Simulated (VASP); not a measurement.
Wanted: the native input for a VASP 6.6.1 run.

| Item | Value |
| --- | --- |
| Task | relaxation of cell and atoms |
| Functional | PBE |
| Potentials or basis | VASP PAW PBE potentials, release 64 (Ti_sv, Be, H) |
| Cutoff | 600 eV |
| k mesh | 6 × 6 × 6 |
| Occupations | gaussian, width 0.1 eV |
| Spin | no spin polarisation |
| Dipole correction | no |
| Further INCAR settings | ALGO = Normal; EDIFF = 1e-06; IBRION = 2; EDIFFG = -0.04; NSW = 90; ISIF = 3 |

The structure of TiBe2H6 lies in POSCAR:

```
TiBe2H6
1.0
    0.0000000000      3.0896777869      3.0896777869
    3.0896777869      0.0000000000      3.0896777869
    3.0896777869      3.0896777869      0.0000000000
Ti Be H
1 2 6
Direct
    0.0000000000      0.0000000000      0.0000000000
    0.7500000000      0.7500000000      0.7500000000
    0.2500000000      0.2500000000      0.2500000000
    0.5000000000      0.0000000000      0.0000000000
    0.0000000000      0.5000000000      0.5000000000
    0.0000000000      0.5000000000      0.0000000000
    0.5000000000      0.0000000000      0.5000000000
    0.0000000000      0.0000000000      0.5000000000
    0.5000000000      0.5000000000      0.0000000000
```

The input as run:

INCAR

```
SYSTEM = TiBe2H6
PREC = Accurate ; ENCUT = 600
EDIFF = 1E-6 ; ISMEAR = 0
SIGMA = 0.1 ; LREAL = .FALSE.
LASPH = .TRUE. ; NELM = 100
ALGO = Normal ; ISIF = 3
LWAVE = .FALSE. ; LCHARG = .FALSE.
GGA = PE ; IBRION = 2
NSW = 90 ; EDIFFG = -0.04
```

KPOINTS

```
Automatic mesh
0
G
  6 6 6
  0 0 0
```

Potentials or basis: VASP PAW PBE potentials, release 64 (Ti_sv, Be, H).

Run with:

```sh
$ cat potpaw_PBE.64/Ti_sv/POTCAR potpaw_PBE.64/Be/POTCAR potpaw_PBE.64/H/POTCAR > POTCAR
$ mpirun -np 1 vasp_std > vasp.out
```

Results of the run:

| Property | Result |
| --- | --- |
| Pressure after relaxing | 0.1 GPa |
| Band gap on the k mesh | zero (band 11 reaches 6.42 eV, above the bottom of band 12 at 4.86 eV) |

Caveat: the relaxation stopped at its first step, so nothing moved.

It took 24 s on 1 thread of Intel(R) Xeon(R) Platinum 8259CL CPU @ 2.50GHz (Skylake/Cascade Lake), on a shared host, peak memory 0.21 GiB.
